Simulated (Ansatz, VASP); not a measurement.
**BN: VASP beside Ansatz**

```
B N
1.0
     2.33068    0.00000    0.00000
    -1.16534    2.17036    0.00000
     0.00000    0.00000    6.59240
B N
2 2
Direct
  0.96542 0.00000 0.50000
  0.36797 0.66667 0.00000
  0.03447 0.00000 0.00000
  0.63215 0.33333 0.50000
```

Change from the starting cell: mode 4 frozen in at -0.087 Å, normal strain along x -0.0700.

Alike in both runs: task single point; functional PBE; dispersion D3(BJ); k mesh 12 × 12 × 4; occupations methfessel-paxton of order 1, width 0.05 eV; no spin polarisation.

|  | VASP | Ansatz |
| --- | --- | --- |
| version | VASP 6.6.1 | Ansatz 0.2.0 |
| potentials or method | VASP PAW PBE potentials, release 64 (B, N), cutoff 520 eV | scalar-relativistic, plane waves, PAW |
| valence electrons in the cell | 16 | 16 |

VASP gave:

```
gap on the k mesh at the Fermi level (eV)                     : 4.26
least direct gap on the mesh (eV)                             : 4.71
pressure (GPa)                                                : 32.3
traceless stress, the component that is largest in VASP (GPa) : 49.30
rms of the force components (eV/Å)                            : 0.804
```

Task: Which values does Ansatz return?

Result: gap on the k mesh at the Fermi level (eV): 4.27; least direct gap on the mesh (eV): 4.72; pressure (GPa): 32.3; traceless stress, the component that is largest in VASP (GPa): 49.07; rms of the force components (eV/Å): 0.803.

Atom by atom the forces differ by 0.001 eV/Å (rms over components). Both programs put the cell under a high pressure, so it lies far from rest at this level.
